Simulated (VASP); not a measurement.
# InAg in VASP: notebook, part 2 of 2

VASP 6.6.1. The steps go on from the part before.

### 4 Single point, LDA

INCAR

```
SYSTEM = InAg
  ALGO = Normal
  EDIFF = 1E-6
  ENCUT = 520
  ISIF = 2
  ISMEAR = -1
  LASPH = .TRUE.
  LCHARG = .FALSE.
  LREAL = .FALSE.
  LWAVE = .FALSE.
  NBANDS = 19
  NELM = 60
  PREC = Accurate
  SIGMA = 0.15
```

KPOINTS

```
k-points
0
G
  5 5 5
  0 0 0
```

POSCAR

```
InAg
1.0
    3.4647890000      0.0000000000      0.0000000000
    0.0000000000      3.4647890000      0.0000000000
    0.0000000000      0.0000000000      3.4647890000
In Ag
1 1
Direct
    0.5000000000      0.5000000000      0.5000000000
    0.0000000000      0.0100000000      0.0000000000
```

Potentials or basis: VASP PAW LDA potentials, release 64 (In_d, Ag).

Run with:

```sh
cat potpaw_LDA.64/In_d/POTCAR potpaw_LDA.64/Ag/POTCAR > POTCAR
mpirun -np 1 vasp_std > vasp.out
```

OUTCAR:

```text
SYSTEM = InAg
   EDIFF = 1E-6
   ENCUT = 520
   ISIF = 2
   ISMEAR = -1
   LASPH = .TRUE.
   LREAL = .FALSE.
   NELM = 60
   PREC = Accurate

 ion  position               nearest neighbor table
   1  0.500  0.500  0.500-   2 2.98   2 2.98   2 2.98   2 2.98   2 3.02   2 3.02   2 3.02   2 3.02

   2  0.000  0.010  0.000-   1 2.98   1 2.98   1 2.98   1 2.98   1 3.02   1 3.02   1 3.02   1 3.02

  LATTYP: Found a simple cubic cell.
 ALAT       =     3.4647890000

  Lattice vectors:

 A1 = (   3.4647890000,   0.0000000000,   0.0000000000)
 A2 = (   0.0000000000,   3.4647890000,   0.0000000000)
 A3 = (   0.0000000000,   0.0000000000,   3.4647890000)

Analysis of symmetry for initial positions (statically):
=====================================================================
 Subroutine PRICEL returns:
 Original cell was already a primitive cell.

 Routine SETGRP: Setting up the symmetry group for a
 simple cubic supercell.

 Subroutine GETGRP returns: Found  8 space group operations
 (whereof  8 operations were pure point group operations)
 out of a pool of 48 trial point group operations.

The static configuration has the point symmetry C_4v.
[... 150 lines left out ...]
  free energy    TOTEN  =        -6.92871060 eV

  energy without entropy =       -6.87709271  energy(sigma->0) =       -6.90290166

 E-fermi :   8.1453     XC(G=0): -11.5770

 val. band max:        7.8760835438   @ k =   0.4000   0.2000   0.4000
 cond. band min:       8.3085120049   @ k =   0.2000   0.0000   0.0000
 fundamental gap:      0.4324284610
 Fermi energy:         8.1453312436

 k-point     1 :       0.0000    0.0000    0.0000
  band No.  band energies     occupation
      1      -6.4529      2.00000
      2      -6.4528      2.00000
      3      -6.2017      2.00000
      4      -6.2015      2.00000
      5      -6.2015      2.00000
      6      -1.2221      2.00000
[... 373 lines left out ...]
      6       2.2243      2.00000
[... 11 lines left out ...]
     18      15.0199      0.00000
     19      27.9082      0.00000

------------------------ aborting loop because EDIFF is reached ----------------------------------------

  FORCE on cell =-STRESS in cart. coord.  units (eV):
  Direction    XX          YY          ZZ          XY          YZ          ZX
  --------------------------------------------------------------------------------------
  -------------------------------------------------------------------------------------
  Total       -1.1618959     -1.1667519     -1.1618959     -0.0000000      0.0000000      0.0000000
  in kB      -44.7556027    -44.9426565    -44.7556027     -0.0000000      0.0000000      0.0000000
  external PRESSURE =     -44.8179540 kB  Pullay stress =       0.0000000 kB

 VOLUME and BASIS-vectors are now :
 -----------------------------------------------------------------------------
  energy-cutoff  :      520.00
  volume of cell :       41.59
      direct lattice vectors                 reciprocal lattice vectors
     3.464789000  0.000000000  0.000000000     0.288617864  0.000000000  0.000000000
     0.000000000  3.464789000  0.000000000     0.000000000  0.288617864  0.000000000
     0.000000000  0.000000000  3.464789000     0.000000000  0.000000000  0.288617864

 POSITION                                       TOTAL-FORCE (eV/Angst)
 -----------------------------------------------------------------------------------
      1.73239      1.73239      1.73239         0.000000      0.049331     -0.000000
      0.00000      0.03465      0.00000         0.000000     -0.049331      0.000000
 -----------------------------------------------------------------------------------
    total drift:                                0.000000      0.000002     -0.000000

  FREE ENERGIE OF THE ION-ELECTRON SYSTEM (eV)
  ---------------------------------------------------
  free  energy   TOTEN  =        -6.9287106044 eV

  energy  without entropy=       -6.8770927115  energy(sigma->0) =       -6.90290166
```

OSZICAR:

```text
N       E                     dE             d eps       ncg     rms          rms(c)
DAV:   1     0.179865486055E+03    0.17987E+03   -0.11841E+04   695   0.166E+03
DAV:   2     0.238555690752E+01   -0.17748E+03   -0.17042E+03   695   0.360E+02
DAV:   3    -0.713779301353E+01   -0.95233E+01   -0.94467E+01   799   0.891E+01
DAV:   4    -0.733142903314E+01   -0.19364E+00   -0.19355E+00   813   0.119E+01
DAV:   5    -0.733964281231E+01   -0.82138E-02   -0.82134E-02   910   0.244E+00    0.566E+00
DAV:   6    -0.696116713937E+01    0.37848E+00   -0.19373E+00   732   0.124E+01    0.400E+00
DAV:   7    -0.693780539288E+01    0.23362E-01   -0.65568E-02   867   0.337E+00    0.212E+00
DAV:   8    -0.692926839889E+01    0.85370E-02   -0.10186E-02   924   0.133E+00    0.234E-01
DAV:   9    -0.692874015104E+01    0.52825E-03   -0.19596E-03   909   0.699E-01    0.138E-01
DAV:  10    -0.692871236012E+01    0.27791E-04   -0.19472E-04   765   0.149E-01    0.348E-02
DAV:  11    -0.692871063586E+01    0.17243E-05   -0.89067E-06   836   0.322E-02    0.106E-02
DAV:  12    -0.692871060440E+01    0.31463E-07   -0.46614E-07   411   0.599E-03
   1 F= -.69287106E+01 E0= -.69029017E+01  d E =-.516179E-01
```

stdout:

```text
POSCAR found type information on POSCAR InAg
 POSCAR found :  2 types and       2 ions
 scaLAPACK will be used
 LDA part: xc-table for (Slater(with rela. corr.)+CA(PZ))
 , standard interpolation
 POSCAR, INCAR and KPOINTS ok, starting setup
 FFT: planning ... GRIDC
 FFT: planning ... GRID_SOFT
 FFT: planning ... GRID
 WAVECAR not read
 entering main loop
```

Wall time 14 s (1 thread of Intel Xeon Platinum 8259CL at 2.50GHz (Skylake/Cascade Lake), shared host); peak memory 0.14 GiB.

Results:

```
Free energy            : -6.9287 eV
Pressure               : -4.5 GPa
Largest force          : 0.049 eV/Å
Band gap on the k mesh : zero (band 12 reaches 11.40 eV, above the bottom of band 13 at 7.74 eV)
```

Forces on the atoms (eV/Å):
```
In   0.000  0.049  0.000
Ag   0.000 -0.049  0.000
```

Caveat: the k points lie up to 0.36 Å⁻¹ apart; spin-orbit coupling is left out, which moves the levels of the heavy elements.

### 5 Single point, LDA

INCAR

```
SYSTEM = InAg
ALGO = Normal
EDIFF = 1E-6
ENCUT = 520
ISIF = 2
ISMEAR = -1
LASPH = .True.
LCHARG = .False.
LREAL = .False.
LWAVE = .False.
NBANDS = 19
NELM = 60
PREC = Accurate
SIGMA = 0.15
```

KPOINTS

```
k-points
0
Gamma
  5 5 5
  0 0 0
```

POSCAR, as its differences from that of step 4:

```diff
@@ -9,2 +9,2 @@
     0.5000000000      0.5000000000      0.5000000000
-    0.0000000000      0.0100000000      0.0000000000
+    0.0000000000      0.0150000000      0.0000000000
```

Potentials or basis: VASP PAW LDA potentials, release 64 (In_d, Ag).

Run with:

```sh
cat potpaw_LDA.64/In_d/POTCAR potpaw_LDA.64/Ag/POTCAR > POTCAR
mpirun -np 1 vasp_std > vasp.out
```

OUTCAR:

```text
SYSTEM = InAg
   EDIFF = 1E-6
   ENCUT = 520
   ISIF = 2
   ISMEAR = -1
   LASPH = .True.
   LREAL = .False.
   NELM = 60
   PREC = Accurate

 ion  position               nearest neighbor table
   1  0.500  0.500  0.500-   2 2.97   2 2.97   2 2.97   2 2.97   2 3.03   2 3.03   2 3.03   2 3.03

   2  0.000  0.015  0.000-   1 2.97   1 2.97   1 2.97   1 2.97   1 3.03   1 3.03   1 3.03   1 3.03

  LATTYP: Found a simple cubic cell.
 ALAT       =     3.4647890000

  Lattice vectors:

[... 575 lines left out ...]

  FORCE on cell =-STRESS in cart. coord.  units (eV):
  Direction    XX          YY          ZZ          XY          YZ          ZX
  --------------------------------------------------------------------------------------
  -------------------------------------------------------------------------------------
  Total       -1.1529659     -1.1642268     -1.1529659      0.0000000      0.0000000     -0.0000000
  in kB      -44.4116266    -44.8453911    -44.4116266      0.0000000      0.0000000     -0.0000000
  external PRESSURE =     -44.5562148 kB  Pullay stress =       0.0000000 kB

 VOLUME and BASIS-vectors are now :
 -----------------------------------------------------------------------------
  energy-cutoff  :      520.00
  volume of cell :       41.59
      direct lattice vectors                 reciprocal lattice vectors
     3.464789000  0.000000000  0.000000000     0.288617864  0.000000000  0.000000000
     0.000000000  3.464789000  0.000000000     0.000000000  0.288617864  0.000000000
     0.000000000  0.000000000  3.464789000     0.000000000  0.000000000  0.288617864

 POSITION                                       TOTAL-FORCE (eV/Angst)
 -----------------------------------------------------------------------------------
      1.73239      1.73239      1.73239         0.000000      0.074051      0.000000
      0.00000      0.05197      0.00000        -0.000000     -0.074051     -0.000000
 -----------------------------------------------------------------------------------
    total drift:                                0.000000     -0.000024     -0.000001

  FREE ENERGIE OF THE ION-ELECTRON SYSTEM (eV)
  ---------------------------------------------------
  free  energy   TOTEN  =        -6.9276424875 eV

  energy  without entropy=       -6.8760250300  energy(sigma->0) =       -6.90183376
```

It took 15 s on 1 thread of Intel Xeon Platinum 8259CL at 2.50GHz (Skylake/Cascade Lake), shared host; peak memory 0.14 GiB.

What came out:

| Item | Value |
| --- | --- |
| Free energy | -6.9276 eV |
| Pressure | -4.5 GPa |
| Largest force | 0.074 eV/Å |
| Band gap on the k mesh | zero (band 12 reaches 11.40 eV, above the bottom of band 13 at 7.74 eV) |

Forces in eV/Å, atoms in the order of the input:
```
In   0.000  0.074  0.000
Ag   0.000 -0.074  0.000
```

Levels at points of the mesh, in eV from the Fermi level:
| k point | band 10 | band 11 | band 12 | band 13 | band 14 | band 15 |
| --- | --- | --- | --- | --- | --- | --- |
| (0.00, 0.00, 0.00) | -4.43 | -4.43 | 3.25 | 3.25 | 3.26 | 6.13 |

Caveat: the k points lie up to 0.36 Å⁻¹ apart; spin-orbit coupling is left out, which moves the levels of the heavy elements.

### 6 Single point, LDA

INCAR

```
  PREC = Accurate
  ENCUT = 520
  EDIFF = 1E-6
  ISMEAR = -1
  SIGMA = 0.15
  LREAL = F
  LASPH = T
  NELM = 80
  ALGO = Normal
  ISIF = 2
  LWAVE = F
  LCHARG = T
  GGA = CA
  LELF = T
  LVHAR = T
  NBANDS = 19
```

KPOINTS

```
Automatic mesh
0
Gamma
  5 5 5
```

POSCAR, as its differences from that of step 5:

```diff
@@ -9,2 +9,2 @@
     0.5000000000      0.5000000000      0.5000000000
-    0.0000000000      0.0150000000      0.0000000000
+    0.0000000000      0.0200000000      0.0000000000
```

Potentials or basis: VASP PAW LDA potentials, release 64 (In_d, Ag).

Run with:

```sh
cat potpaw_LDA.64/In_d/POTCAR potpaw_LDA.64/Ag/POTCAR > POTCAR
mpirun -np 1 vasp_std > vasp.out
```

OUTCAR:

```text
PREC = Accurate
   ENCUT = 520
   EDIFF = 1E-6
   ISMEAR = -1
   LREAL = F
   LASPH = T
   NELM = 80
   ISIF = 2
   GGA = CA

 ion  position               nearest neighbor table
   1  0.500  0.500  0.500-   2 2.96   2 2.96   2 2.96   2 2.96   2 3.04   2 3.04   2 3.04   2 3.04

   2  0.000  0.020  0.000-   1 2.96   1 2.96   1 2.96   1 2.96   1 3.04   1 3.04   1 3.04   1 3.04

  LATTYP: Found a simple cubic cell.
 ALAT       =     3.4647890000

  Lattice vectors:

 A1 = (   3.4647890000,   0.0000000000,   0.0000000000)
 A2 = (   0.0000000000,   3.4647890000,   0.0000000000)
 A3 = (   0.0000000000,   0.0000000000,   3.4647890000)

Analysis of symmetry for initial positions (statically):
=====================================================================
 Subroutine PRICEL returns:
 Original cell was already a primitive cell.

 Routine SETGRP: Setting up the symmetry group for a
 simple cubic supercell.

 Subroutine GETGRP returns: Found  8 space group operations
 (whereof  8 operations were pure point group operations)
 out of a pool of 48 trial point group operations.

The static configuration has the point symmetry C_4v.

Analysis of symmetry for dynamics (positions and initial velocities):
=====================================================================
 Subroutine PRICEL returns:
 Original cell was already a primitive cell.

 Routine SETGRP: Setting up the symmetry group for a
 simple cubic supercell.

 Subroutine GETGRP returns: Found  8 space group operations
 (whereof  8 operations were pure point group operations)
 out of a pool of 48 trial point group operations.

[... 101 lines left out ...]
   POTIM  = 0.5000    time-step for ionic-motion
   TEBEG  =    0.0;   TEEND  =   0.0 temperature during run
   PSTRESS=    0.0 pullay stress
   NELECT =      24.0000    total number of electrons
   NUPDOWN=      -1.0000    fix difference up-down
   EMIN   =  10.00;   EMAX   =-10.00  energy-range for DOS
   EFERMI =   0.00;   METHOD = LEGACY
   ISMEAR =    -1;   SIGMA  =   0.15  broadening in eV -4-tet -1-fermi 0-gaus
   EFERMI_NEDOS =   21; number of points for ismear=-14 and -15
   IALGO  =     38    algorithm
   IMIX   =      4    mixing-type and parameters
     AMIX     =   0.40;   BMIX     =  1.00
     AMIX_MAG =   1.60;   BMIX_MAG =  1.00
  volume/ion in A,a.u.               =      20.80       140.34
  Fermi-wavevector in a.u.,A,eV,Ry     =   1.362914  2.575534 25.273292  1.857535
  Thomas-Fermi vector in A             =   2.489362
   LORBIT       =      0    0 simple, 1 ext, 2 COOP (PROOUT), +10 PAW based schemes
   GGA     = CA    functional components
   LHFCALC =     F    Hartree Fock is set to
   AEXX    =    0.0000 exact exchange contribution
   IVDW    =     0    specifies the selected vdW correction
   LEPSILON=     F    determine dielectric tensor
   LRPA    =     F    only Hartree local field effects (RPA)
 non-spin polarized calculation
  energy-cutoff  :      520.00
  volume of cell :       41.59
 maximum number of plane-waves:      1141
 NGX is ok and might be reduce to    28
   NGX = 13   NGY = 13   NGZ = 13

 number of electron      24.0000007 magnetization

 Free energy of the ion-electron system (eV)
  ---------------------------------------------------
  ext. energy  EPLUGINS =         0.00000000
  ---------------------------------------------------
  free energy    TOTEN  =        -6.92614552 eV

  energy without entropy =       -6.87452866  energy(sigma->0) =       -6.90033709

 E-fermi :   8.1459     XC(G=0): -11.5763

 val. band max:        7.8774526401   @ k =   0.4000   0.2000   0.4000
 cond. band min:       8.3088550840   @ k =   0.2000   0.0000   0.0000
 fundamental gap:      0.4314024439
 Fermi energy:         8.1459390916

 k-point     1 :       0.0000    0.0000    0.0000
  band No.  band energies     occupation
      1      -6.4539      2.00000
      2      -6.4534      2.00000
      3      -6.2030      2.00000
      4      -6.2020      2.00000
      5      -6.2020      2.00000
      6      -1.2229      2.00000
[... 373 lines left out ...]
      6       2.2195      2.00000
[... 11 lines left out ...]
     18      15.0238      0.00000
     19      27.9063      0.00000

------------------------ aborting loop because EDIFF is reached ----------------------------------------

  FORCE on cell =-STRESS in cart. coord.  units (eV):
  Direction    XX          YY          ZZ          XY          YZ          ZX
  --------------------------------------------------------------------------------------
  -------------------------------------------------------------------------------------
  Total       -1.1401607     -1.1601441     -1.1401607      0.0000000      0.0000000     -0.0000000
  in kB      -43.9183769    -44.6881242    -43.9183769      0.0000000      0.0000000     -0.0000000
  external PRESSURE =     -44.1749593 kB  Pullay stress =       0.0000000 kB

 VOLUME and BASIS-vectors are now :
 -----------------------------------------------------------------------------
  energy-cutoff  :      520.00
  volume of cell :       41.59
      direct lattice vectors                 reciprocal lattice vectors
     3.464789000  0.000000000  0.000000000     0.288617864  0.000000000  0.000000000
     0.000000000  3.464789000  0.000000000     0.000000000  0.288617864  0.000000000
     0.000000000  0.000000000  3.464789000     0.000000000  0.000000000  0.288617864

 POSITION                                       TOTAL-FORCE (eV/Angst)
 -----------------------------------------------------------------------------------
      1.73239      1.73239      1.73239         0.000000      0.098824     -0.000000
      0.00000      0.06930      0.00000        -0.000000     -0.098824      0.000000
 -----------------------------------------------------------------------------------
    total drift:                                0.000000     -0.000007      0.000001

  FREE ENERGIE OF THE ION-ELECTRON SYSTEM (eV)
  ---------------------------------------------------
  free  energy   TOTEN  =        -6.9261455200 eV

  energy  without entropy=       -6.8745286593  energy(sigma->0) =       -6.90033709
```

OSZICAR:

```text
N       E                     dE             d eps       ncg     rms          rms(c)
DAV:   1     0.179556614169E+03    0.17956E+03   -0.11848E+04   695   0.166E+03
DAV:   2     0.217923831430E+01   -0.17738E+03   -0.17049E+03   703   0.359E+02
DAV:   3    -0.713745973641E+01   -0.93167E+01   -0.92520E+01   805   0.881E+01
DAV:   4    -0.732993751273E+01   -0.19248E+00   -0.19240E+00   813   0.119E+01
DAV:   5    -0.733772855424E+01   -0.77910E-02   -0.77907E-02   927   0.239E+00    0.567E+00
DAV:   6    -0.695870263721E+01    0.37903E+00   -0.19366E+00   723   0.124E+01    0.401E+00
DAV:   7    -0.693526541333E+01    0.23437E-01   -0.66005E-02   872   0.338E+00    0.212E+00
DAV:   8    -0.692670908513E+01    0.85563E-02   -0.10331E-02   925   0.134E+00    0.234E-01
DAV:   9    -0.692617566944E+01    0.53342E-03   -0.19828E-03   912   0.702E-01    0.138E-01
DAV:  10    -0.692614727677E+01    0.28393E-04   -0.19728E-04   759   0.149E-01    0.348E-02
DAV:  11    -0.692614555828E+01    0.17185E-05   -0.88473E-06   833   0.323E-02    0.108E-02
DAV:  12    -0.692614552004E+01    0.38237E-07   -0.47210E-07   411   0.615E-03
   1 F= -.69261455E+01 E0= -.69003371E+01  d E =-.516169E-01
```

stdout:

```text
POSCAR found type information on POSCAR InAg
 POSCAR found :  2 types and       2 ions
 scaLAPACK will be used
 LDA part: xc-table for (Slater(with rela. corr.)+CA(PZ))
 , standard interpolation
 POSCAR, INCAR and KPOINTS ok, starting setup
 FFT: planning ... GRIDC
 FFT: planning ... GRID_SOFT
 FFT: planning ... GRID
 WAVECAR not read
 entering main loop
```

It took 12 s on 1 thread of Intel Xeon Platinum 8259CL at 2.50GHz (Skylake/Cascade Lake), shared host; peak memory 0.14 GiB.

Results:

* Free energy: -6.9261 eV
* Pressure: -4.4 GPa
* Largest force: 0.099 eV/Å
* Band gap on the k mesh: zero (band 12 reaches 11.40 eV, above the bottom of band 13 at 7.74 eV)

Forces in eV/Å, atoms in the order of the input:
```
In   0.000  0.099  0.000
Ag   0.000 -0.099  0.000
```

Stress tensor (GPa, compression positive):
```
-4.39  0.00  0.00
 0.00 -4.47  0.00
 0.00  0.00 -4.39
```

Levels at points of the mesh, in eV from the Fermi level:
```csv
k point,band 8,band 9,band 10,band 11,band 12,band 13,band 14,band 15,band 16,band 17
"(0.00, 0.00, 0.00)",-5.25,-4.43,-4.43,-4.43,3.25,3.25,3.27,6.13,8.58,8.60
```

Caveat: the k points lie up to 0.36 Å⁻¹ apart; spin-orbit coupling is left out, which moves the levels of the heavy elements.
